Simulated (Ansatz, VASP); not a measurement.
**One calculation of Be, two programs**

```
CELL_PARAMETERS angstrom
2.11576 0.00000 0.00000
-1.05788 1.83230 0.00000
0.00000 0.00000 25.40362
ATOMIC_POSITIONS crystal
Be 0.66667 0.33333 0.63279
Be 0.66667 0.33333 0.13279
Be 0.66667 0.33333 0.36721
Be 0.66667 0.33333 0.86721
Be 0.00000 0.00000 0.25000
Be 0.33333 0.66667 0.86721
Be 0.00000 0.00000 0.75000
Be 0.66667 0.33333 0.25000
Be 0.33333 0.66667 0.36721
Be 0.33333 0.66667 0.75000
Be 0.33333 0.66667 0.13279
Be 0.33333 0.66667 0.63279
```

Alike in both runs: task relaxation of cell and atoms; functional PBE; k mesh 12 × 12 × 1; occupations gaussian, width 0.1 eV; no spin polarisation.

|  | VASP | Ansatz |
| --- | --- | --- |
| version | VASP 6.6.1 | Ansatz 0.2.0 |
| potentials or method | VASP PAW PBE potentials, release 64 (Be), cutoff 600 eV | scalar-relativistic, plane waves, PAW |
| valence electrons in the cell | 24 | 24 |

Ansatz gave:

- gap on the k mesh at the Fermi level, each at its own relaxed structure (eV): none
- relaxed volume (Å³/atom): 9.15
- relaxed cell length with the largest relative difference (Å): 10.773

**Question.** Estimate VASP's values.

**Answer.** gap on the k mesh at the Fermi level, each at its own relaxed structure (eV): none; relaxed volume (Å³/atom): 9.17; relaxed cell length with the largest relative difference (Å): 10.787.

A gap of «none» marks a metal or a gap that the smearing closes.
